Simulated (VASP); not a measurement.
Input of a VASP 6.6.1 run:

INCAR

```
SYSTEM = LiCl
PREC = Accurate
ENCUT = 520
EDIFF = 1E-6
ISMEAR = 0
SIGMA = 0.01
LREAL = .False.
LASPH = .True.
NELM = 100
ALGO = Normal
ISIF = 2
LWAVE = .False.
LCHARG = .False.
NBANDS = 12
```

File KPOINTS:

```
regular mesh
0
Gamma
  8 8 8
  0 0 0
```

File POSCAR:

```
LiCl
1.0
    0.0000000000      2.5560252063      2.5560252063
    2.5560252063      0.0000000000      2.5560252063
    2.5560252063      2.5560252063      0.0000000000
Li Cl
1 1
Direct
    0.0000000000      0.0000000000      0.0000000000
    0.5000000000      0.5000000000      0.5000000000
```

Potentials or basis: VASP PAW LDA potentials, release 64 (Li_sv, Cl).

Command:

```sh
$ cat potpaw_LDA.64/Li_sv/POTCAR potpaw_LDA.64/Cl/POTCAR > POTCAR
$ mpirun -np 1 vasp_std > vasp.out
```

Question: Predict the band gap on the k mesh.

Answer: 6.06 eV, direct.

 As with any semilocal functional, this LDA gap is likely too small.
